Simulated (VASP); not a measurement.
# ZrIn in VASP: a series of runs

The runs below take ZrIn through single point, relaxation of shape and atoms at fixed volume, with LDA.

Everything below comes from runs of VASP 6.6.1. Logs are shortened: lines on timing, memory, paths and dates and some standing lists are left out, and cuts for length are marked.

## 1. The cell of the first run

The structure is tetragonal, space group P4/mmm (No. 123). The conventional cell has a = 3.152 Å, b = 3.152 Å, c = 4.422 Å, α = 90.00°, β = 90.00°, γ = 90.00°. Zr (site symmetry 4/mmm) has 8 In at 3.14 Å and 4 Zr at 3.15 Å within 4.1 Å. In (site symmetry 4/mmm) has 8 Zr at 3.14 Å and 4 In at 3.15 Å within 4.1 Å.

## 2. Single point, LDA

Input file INCAR:

```
ALGO = Normal
EDIFF = 1E-6
ENCUT = 520
ISIF = 2
ISMEAR = -1
LASPH = True
LCHARG = False
LREAL = False
LWAVE = False
NBANDS = 20
NELM = 100
PREC = Accurate
SIGMA = 0.05
```

Input file KPOINTS:

```
k-points
0
Gamma
  12 12 8
```

Input file POSCAR:

```
ZrIn
1.0
    3.1520244363      0.0000000000      0.0000000000
    0.0000000000      3.1520244363      0.0000000000
    0.0000000000      0.0000000000      4.4220101050
Zr In
1 1
Direct
    0.0000000000      0.0000000000      0.0000000000
    0.5000000000      0.5000000000      0.5000000000
```

Potentials or basis: VASP PAW LDA potentials, release 64 (Zr_sv, In_d).

Run with:

```console
$ cat potpaw_LDA.64/Zr_sv/POTCAR potpaw_LDA.64/In_d/POTCAR > POTCAR
$ mpirun -np 1 vasp_std > vasp.out
```

OUTCAR:

```text
EDIFF = 1E-6
   ENCUT = 520
   ISIF = 2
   ISMEAR = -1
   LASPH = True
   LREAL = False
   NELM = 100
   PREC = Accurate

 ion  position               nearest neighbor table
   1  0.000  0.000  0.000-   2 3.14   2 3.14   2 3.14   2 3.14   2 3.14   2 3.14   2 3.14   2 3.14

   2  0.500  0.500  0.500-   1 3.14   1 3.14   1 3.14   1 3.14   1 3.14   1 3.14   1 3.14   1 3.14

  LATTYP: Found a simple tetragonal cell.
 ALAT       =     3.1520244363
 C/A-ratio  =     1.4029111114

  Lattice vectors:

 A1 = (   3.1520244363,   0.0000000000,   0.0000000000)
 A2 = (   0.0000000000,   3.1520244363,   0.0000000000)
 A3 = (   0.0000000000,   0.0000000000,   4.4220101050)

Analysis of symmetry for initial positions (statically):
=====================================================================
 Subroutine PRICEL returns:
 Original cell was already a primitive cell.

 Routine SETGRP: Setting up the symmetry group for a
 simple tetragonal supercell.

 Subroutine GETGRP returns: Found 16 space group operations
 (whereof 16 operations were pure point group operations)
 out of a pool of 16 trial point group operations.

The static configuration has the point symmetry D_4h.

Analysis of symmetry for dynamics (positions and initial velocities):
=====================================================================
 Subroutine PRICEL returns:
 Original cell was already a primitive cell.

 Routine SETGRP: Setting up the symmetry group for a
 simple tetragonal supercell.

 Subroutine GETGRP returns: Found 16 space group operations
 (whereof 16 operations were pure point group operations)
 out of a pool of 16 trial point group operations.

The dynamic configuration has the point symmetry D_4h.

 Subroutine INISYM returns: Found 16 space group operations
 (whereof 16 operations are pure point group operations),
 and found     1 'primitive' translations

----------------------------------------------------------------------------------------

                                     Primitive cell

  volume of cell :      43.9338

  direct lattice vectors                    reciprocal lattice vectors
     3.152024436  0.000000000  0.000000000     0.317256424  0.000000000  0.000000000
     0.000000000  3.152024436  0.000000000     0.000000000  0.317256424  0.000000000
     0.000000000  0.000000000  4.422010105     0.000000000  0.000000000  0.226141500

  length of vectors
     3.152024436  3.152024436  4.422010105     0.317256424  0.317256424  0.226141500

  position of ions in fractional coordinates (direct lattice)
     0.000000000  0.000000000  0.000000000
     0.500000000  0.500000000  0.500000000

  ion indices of the primitive-cell ions
   primitive index   ion index
                 1           1
                 2           2

----------------------------------------------------------------------------------------

 KPOINTS: k-points

Automatic generation of k-mesh.
 Grid dimensions read from file:
 generate k-points for:   12   12    8

 Generating k-lattice:

  Cartesian coordinates                     Fractional coordinates (reciprocal lattice)
     0.026438035  0.000000000  0.000000000     0.083333333  0.000000000  0.000000000
     0.000000000  0.026438035  0.000000000     0.000000000  0.083333333  0.000000000
     0.000000000  0.000000000  0.028267688     0.000000000  0.000000000  0.125000000

  Length of vectors
     0.026438035  0.026438035  0.028267688

  Shift w.r.t. Gamma in fractional coordinates (k-lattice)
     0.000000000  0.000000000  0.000000000

 Subroutine IBZKPT returns following result:
 ===========================================

 Found    140 irreducible k-points:

 Following reciprocal coordinates:
            Coordinates               Weight
  0.000000  0.000000  0.000000      1.000000
  0.083333  0.000000  0.000000      4.000000
  0.166667  0.000000  0.000000      4.000000
  0.250000  0.000000  0.000000      4.000000
  0.333333  0.000000  0.000000      4.000000
  0.416667  0.000000  0.000000      4.000000
[... 16 lines left out ...]
  0.333333  0.333333  0.000000      4.000000
  0.416667  0.333333  0.000000      8.000000
 [... further k-points ...]
   k-points           NKPTS =    140   k-points in BZ     NKDIM =    140   number of bands    NBANDS=     20
   number of dos      NEDOS =    301   number of ions     NIONS =      2
   total plane-waves  NPLWV =  20736
   dimension x,y,z NGX =    24 NGY =   24 NGZ =   36
   dimension x,y,z NGXF=    48 NGYF=   48 NGZF=   72
   ions per type =               1   1
   NGX,Y,Z   is equivalent  to a cutoff of  12.66, 12.66, 13.53 a.u.
   NGXF,Y,Z  is equivalent  to a cutoff of  25.32, 25.32, 27.07 a.u.
 SYSTEM =  unknown system
   PREC   = accura    normal or accurate (medium, high low for compatibility)
   ISTART =      0    job   : 0-new  1-cont  2-samecut
   ICHARG =      2    charge: 1-file 2-atom 10-const
   ISPIN  =      1    spin polarized calculation?
   LNONCOLLINEAR =      F non collinear calculations
   LSORBIT =      F    spin-orbit coupling
   LASPH  =      T    aspherical Exc in radial PAW
   ENCUT  =  520.0 eV  38.22 Ry    6.18 a.u.   5.86  5.86  8.22*2*pi/ulx,y,z
   NELM   =    100;   NELMIN=  2; NELMDL= -5     # of ELM steps
   EDIFF  = 0.1E-05   stopping-criterion for ELM
   LREAL  =      F    real-space projection
   EDIFFG = 0.1E-04   stopping-criterion for IOM
   NSW    =      0    number of steps for IOM
   IBRION =     -1    ionic relax: 0-MD 1-quasi-New 2-CG
   NFREE  =      0    steps in history (QN), initial steepest desc. (CG)
   ISIF   =      2    stress and relaxation
   ISYM   =      2    0-nonsym 1-usesym 2-fastsym
   POTIM  = 0.5000    time-step for ionic-motion
   TEBEG  =    0.0;   TEEND  =   0.0 temperature during run
   PSTRESS=    0.0 pullay stress
   NELECT =      25.0000    total number of electrons
   NUPDOWN=      -1.0000    fix difference up-down
   EMIN   =  10.00;   EMAX   =-10.00  energy-range for DOS
   EFERMI =   0.00;   METHOD = LEGACY
   ISMEAR =    -1;   SIGMA  =   0.05  broadening in eV -4-tet -1-fermi 0-gaus
   EFERMI_NEDOS =   21; number of points for ismear=-14 and -15
   IALGO  =     38    algorithm
   IMIX   =      4    mixing-type and parameters
     AMIX     =   0.40;   BMIX     =  1.00
     AMIX_MAG =   1.60;   BMIX_MAG =  1.00
  volume/ion in A,a.u.               =      21.97       148.24
  Fermi-wavevector in a.u.,A,eV,Ry     =   1.356611  2.563622 25.040058  1.840392
  Thomas-Fermi vector in A             =   2.483599
   LORBIT       =      0    0 simple, 1 ext, 2 COOP (PROOUT), +10 PAW based schemes
   GGA     = CA    functional components
   LHFCALC =     F    Hartree Fock is set to
   AEXX    =    0.0000 exact exchange contribution
   IVDW    =     0    specifies the selected vdW correction
   LEPSILON=     F    determine dielectric tensor
   LRPA    =     F    only Hartree local field effects (RPA)
 non-spin polarized calculation
  energy-cutoff  :      520.00
  volume of cell :       43.93
 maximum number of plane-waves:      1208
 NGX is ok and might be reduce to    24
   NGX = 11   NGY = 11   NGZ = 17

 number of electron      25.0000008 magnetization

 Free energy of the ion-electron system (eV)
  ---------------------------------------------------
  ext. energy  EPLUGINS =         0.00000000
  ---------------------------------------------------
  free energy    TOTEN  =       -13.31707719 eV

  energy without entropy =      -13.30511672  energy(sigma->0) =      -13.31109696

 E-fermi :   9.2906     XC(G=0): -11.4897

 val. band max:        9.2768375922   @ k =   0.1667   0.0833   0.2500
 cond. band min:       9.2956857100   @ k =   0.3333   0.3333   0.2500
 fundamental gap:      0.0188481178
 Fermi energy:         9.2905958439

 k-point     1 :       0.0000    0.0000    0.0000
  band No.  band energies     occupation
      1     -39.3545      2.00000
      2     -17.6835      2.00000
      3     -17.1738      2.00000
      4     -17.1738      2.00000
      5      -5.3090      2.00000
      6      -5.0541      2.00000
[... 12 lines left out ...]
     19      15.9433      0.00000
     20      20.6793      0.00000

 k-point     2 :       0.0833    0.0000    0.0000
  band No.  band energies     occupation
      1     -39.3506      2.00000
      2     -17.6789      2.00000
      3     -17.2170      2.00000
      4     -17.1702      2.00000
      5      -5.2873      2.00000
      6      -5.0401      2.00000
[... 12 lines left out ...]
     19      16.3899      0.00000
     20      20.9017      0.00000

 k-point     3 :       0.1667    0.0000    0.0000
  band No.  band energies     occupation
      1     -39.3399      2.00000
      2     -17.6664      2.00000
      3     -17.3335      2.00000
      4     -17.1603      2.00000
      5      -5.2363      2.00000
      6      -4.9935      2.00000
[... 12 lines left out ...]
     19      16.6742      0.00000
     20      20.6831      0.00000

 k-point     4 :       0.2500    0.0000    0.0000
  band No.  band energies     occupation
      1     -39.3253      2.00000
      2     -17.6493      2.00000
      3     -17.4891      2.00000
      4     -17.1467      2.00000
      5      -5.1863      2.00000
      6      -4.9228      2.00000
[... 12 lines left out ...]
     19      17.6037      0.00000
     20      19.8597      0.00000

 k-point     5 :       0.3333    0.0000    0.0000
  band No.  band energies     occupation
      1     -39.3106      2.00000
      2     -17.6409      2.00000
      3     -17.6320      2.00000
      4     -17.1331      2.00000
      5      -5.1523      2.00000
      6      -4.9674      2.00000
[... 12 lines left out ...]
     19      18.6865      0.00000
     20      19.2585      0.00000
[... 353 lines left out ...]
      6      -5.0153      2.00000
[... 12 lines left out ...]
     19      16.9227      0.00000
     20      18.3664      0.00000

 k-point    22 :       0.5000    0.2500    0.0000
  band No.  band energies     occupation
      1     -39.2677      2.00000
      2     -17.7444      2.00000
      3     -17.5777      2.00000
      4     -17.4158      2.00000
      5      -5.0701      2.00000
      6      -5.0285      2.00000
[... 12 lines left out ...]
     19      16.8972      0.00000
     20      17.4246      0.00000

 k-point    23 :       0.3333    0.3333    0.0000
  band No.  band energies     occupation
      1     -39.2678      2.00000
      2     -17.5870      2.00000
      3     -17.5774      2.00000
      4     -17.5722      2.00000
      5      -5.0790      2.00000
      6      -4.9923      2.00000
[... 12 lines left out ...]
     19      16.8101      0.00000
     20      18.8689      0.00000

 k-point    24 :       0.4167    0.3333    0.0000
  band No.  band energies     occupation
      1     -39.2573      2.00000
      2     -17.6842      2.00000
      3     -17.5644      2.00000
      4     -17.5639      2.00000
      5      -5.1240      2.00000
      6      -5.0236      2.00000
[... 12 lines left out ...]
     19      16.4434      0.00000
     20      18.6400      0.00000

 [... further k-points ...]

------------------------ aborting loop because EDIFF is reached ----------------------------------------

  FORCE on cell =-STRESS in cart. coord.  units (eV):
  Direction    XX          YY          ZZ          XY          YZ          ZX
  --------------------------------------------------------------------------------------
  -------------------------------------------------------------------------------------
  Total       -1.6159035     -1.6159035     -1.6240762      0.0000000      0.0000000      0.0000000
  in kB      -58.9287337    -58.9287337    -59.2267777      0.0000000      0.0000000      0.0000000
  external PRESSURE =     -59.0280817 kB  Pullay stress =       0.0000000 kB

 VOLUME and BASIS-vectors are now :
 -----------------------------------------------------------------------------
  energy-cutoff  :      520.00
  volume of cell :       43.93
      direct lattice vectors                 reciprocal lattice vectors
     3.152024436  0.000000000  0.000000000     0.317256424  0.000000000  0.000000000
     0.000000000  3.152024436  0.000000000     0.000000000  0.317256424  0.000000000
     0.000000000  0.000000000  4.422010105     0.000000000  0.000000000  0.226141500

 POSITION                                       TOTAL-FORCE (eV/Angst)
 -----------------------------------------------------------------------------------
      0.00000      0.00000      0.00000         0.000000      0.000000      0.000000
      1.57601      1.57601      2.21101         0.000000      0.000000      0.000000
 -----------------------------------------------------------------------------------
    total drift:                                0.000000      0.000000     -0.000000

  FREE ENERGIE OF THE ION-ELECTRON SYSTEM (eV)
  ---------------------------------------------------
  free  energy   TOTEN  =       -13.3170771941 eV

  energy  without entropy=      -13.3051167181  energy(sigma->0) =      -13.31109696
```

Run time: 51 s. Hardware: 1 thread of AMD EPYC 9R45 (Zen 5), shared host; peak memory 0.2 GiB.

Results:

| Property | Result |
| --- | --- |
| Free energy | -13.3171 eV |
| Pressure | -5.9 GPa |
| Band gap on the k mesh | zero (an odd number of electrons rules out a gap without spin polarisation) |

Caveat: the cell stands under tension; spin-orbit coupling is left out, which moves the levels of the heavy elements.

(Continued in part 2 of 2.)

The gap in the log of VASP goes by the Fermi energy; the results here count the filled bands.